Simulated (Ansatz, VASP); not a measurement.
# Ge5Mo: VASP beside Ansatz

```
Ge Mo
1.0
     3.06020    0.00000    0.00000
     0.00000    3.06020    0.00000
     0.00000    0.00000   12.96289
Ge Mo
5 1
Cartesian
  1.5301 1.5301 4.3359
  1.5301 1.5301 8.6270
  0.0000 0.0000 2.2813
  0.0000 0.0000 10.6816
  0.0000 0.0000 6.4814
  1.5301 1.5301 0.0000
```

Change from the starting cell: species swapped into the Hf5Pb type (P4/mmm, No. 123).

Alike in both runs: task relaxation of cell and atoms; functional PBE; k mesh 6 × 6 × 2; occupations gaussian, width 0.1 eV; no spin polarisation.

|  | VASP | Ansatz |
| --- | --- | --- |
| version | VASP 6.6.1 | Ansatz 0.2.0 |
| potentials or method | VASP PAW PBE potentials, release 64 (Ge_d, Mo_sv), cutoff 600 eV | scalar-relativistic, plane waves, PAW |
| valence electrons in the cell | 84 | 84 |

|  | VASP | Ansatz | Ansatz less VASP |
| --- | --- | --- | --- |
| gap on the k mesh at the Fermi level, each at its own relaxed structure (eV) | none | none | - |
| relaxed volume (Å³/atom) | 18.24 | 18.20 | -0.031 |
| relaxed cell length with the largest relative difference (Å) | 11.154 | 11.133 | -0.0213 |

A gap of «none» marks a metal or a gap that the smearing closes.
